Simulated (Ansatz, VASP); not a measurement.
# AlN: VASP beside Ansatz

```xyz
4
Lattice="3.1066 0.0000 0.0000 -1.5533 2.6904 0.0000 0.0000 0.0000 4.9785" Properties=species:S:1:pos:R:3 pbc="T T T"
Al    0.0000    1.7936    0.0006
Al    1.5533    0.8968    2.4898
N     0.0000    1.7936    1.9003
N     1.5533    0.8968    4.3895
```

Alike in both runs: functional r2SCAN; k mesh 10 × 10 × 6; no spin polarisation.

Ansatz relaxed the structure, and its values are those at the end. VASP's run is a single point on that final structure, the one shown.

|  | VASP | Ansatz |
| --- | --- | --- |
| version | VASP 6.6.1 | Ansatz 0.2.0 |
| potentials or method | VASP PAW PBE potentials, release 64 (Al, N), cutoff 520 eV | scalar-relativistic, plane waves, PAW |
| occupations | gaussian, width 0.01 eV | fixed |
| valence electrons in the cell | 16 | 16 |

```csv
,VASP,Ansatz,Ansatz less VASP
gap on the k mesh at the Fermi level (eV),4.92,4.88,-0.041
least direct gap on the mesh (eV),4.92,4.88,-0.041
pressure (GPa),-0.4,0.0,+0.38
```

VASP's potentials were made for PBE, not for r2SCAN.
